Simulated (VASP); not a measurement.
Runs of VASP 6.6.1 on ZnO (lda). The structure is that of space group P6_3mc (No. 186), or close to it. The cells are those of the table. 

```tsv
task	potentials or basis	cell	k mesh	cutoff (eV)	smearing	second run	gap on the mesh (eV)	pressure (GPa)	largest force (eV/Å)
single point	VASP PAW LDA potentials, release 64 (Zn, O_h)	a = 3.249, b = 3.249, c = 5.204 Å, angles 90.0, 90.0, 120.0°, 4 atoms	6 × 6 × 4	910	gaussian 0.1 eV	hard_potentials	0.74	-6.3	0.07
relaxation of cell and atoms	VASP PAW LDA potentials, release 64 (Zn, O)	relaxed from a = 3.249, b = 3.249, c = 5.204 Å, angles 90.0, 90.0, 120.0°, 4 atoms	9 × 9 × 6	600	gaussian 0.02 eV	-	0.80	0.0	-
single point	VASP PAW LDA potentials, release 64 (Zn, O)	a = 3.187, b = 3.187, c = 5.153 Å, angles 90.0, 90.0, 120.0°, 4 atoms	9 × 9 × 6	520	gaussian 0.02 eV	-	0.81	1.1	-
single point	VASP PAW LDA potentials, release 64 (Zn, O)	a = 3.249, b = 3.249, c = 5.204 Å, angles 90.0, 90.0, 120.0°, 4 atoms	6 × 6 × 4	520	gaussian 0.1 eV	-	0.74	(b)	0.07
single point	VASP PAW LDA potentials, release 64 (Zn, O_h)	a = 3.187, b = 3.187, c = 5.153 Å, angles 90.0, 90.0, 120.0°, 4 atoms	9 × 9 × 6	910	gaussian 0.02 eV	hard_potentials	0.81	(a)	-
```

Alike in all rows: level LDA; no spin polarisation.

Estimate the missing entries.

(a) 1.0; (b) -6.1.

Caveats: the cutoff is under 1.25 times the usual one of these potentials, so pressure, stress and relaxed cells hold a basis-set (Pulay) error (some runs).

